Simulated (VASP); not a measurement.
A run of VASP 6.6.1 is set up as follows.

Contents of INCAR:

```
PREC     = Accurate       # precision mode
ENCUT    = 600            # plane-wave cutoff, eV
EDIFF    = 1E-7           # SCF threshold, eV
ISMEAR   = 0              # smearing method
SIGMA    = 0.2            # smearing width, eV
LREAL    = F              # projectors in reciprocal space
LASPH    = T              # aspherical terms in the spheres
NELM     = 80             # most SCF steps
ALGO     = Normal         # electronic algorithm
ISIF     = 3              # what is computed and relaxed
LWAVE    = F              # write WAVECAR
LCHARG   = F              # write CHGCAR
GGA      = PE             # functional
IBRION   = 2              # ionic algorithm
NSW      = 36             # ionic steps
EDIFFG   = -0.08          # ionic threshold
```

The input KPOINTS:

```
Automatic mesh
0
Gamma
  4 4 4
```

File POSCAR:

```
Be4Se3
1.0
    4.8000000000      0.0000000000      0.0000000000
    0.0000000000      4.8000000000      0.0000000000
    0.0000000000      0.0000000000      4.8000000000
Be Se
4 3
Direct
    0.7500000000      0.7500000000      0.2500000000
    0.7500000000      0.2500000000      0.7500000000
    0.2500000000      0.2500000000      0.2500000000
    0.2500000000      0.7500000000      0.7500000000
    0.5000000000      0.0000000000      0.5000000000
    0.0000000000      0.5000000000      0.5000000000
    0.5000000000      0.5000000000      0.0000000000
```

Potentials or basis: VASP PAW PBE potentials, release 64 (Be, Se).

Command:

```bash
$ cat potpaw_PBE.64/Be/POTCAR potpaw_PBE.64/Se/POTCAR > POTCAR
$ mpirun -np 1 vasp_std > vasp.out
```

What does it give for the space group after relaxing (to 0.1 Å)?

P-43m (No. 215).

What does it give for the relaxed volume?

17.35 Å³/atom.

Final structure:
```yaml
crystal:
  lattice:
    - [4.95184, 0.00000, 0.00000]
    - [0.00000, 4.95184, 0.00000]
    - [0.00000, 0.00000, 4.95184]
  atoms:
    - { symbol: Be, position: [0.76807, 0.76807, 0.23193] }
    - { symbol: Be, position: [0.76807, 0.23193, 0.76807] }
    - { symbol: Be, position: [0.23193, 0.23193, 0.23193] }
    - { symbol: Be, position: [0.23193, 0.76807, 0.76807] }
    - { symbol: Se, position: [0.50000, 0.00000, 0.50000] }
    - { symbol: Se, position: [0.00000, 0.50000, 0.50000] }
    - { symbol: Se, position: [0.50000, 0.50000, 0.00000] }
```

Caveat: the cell differs from its parent crystal (atoms taken out).
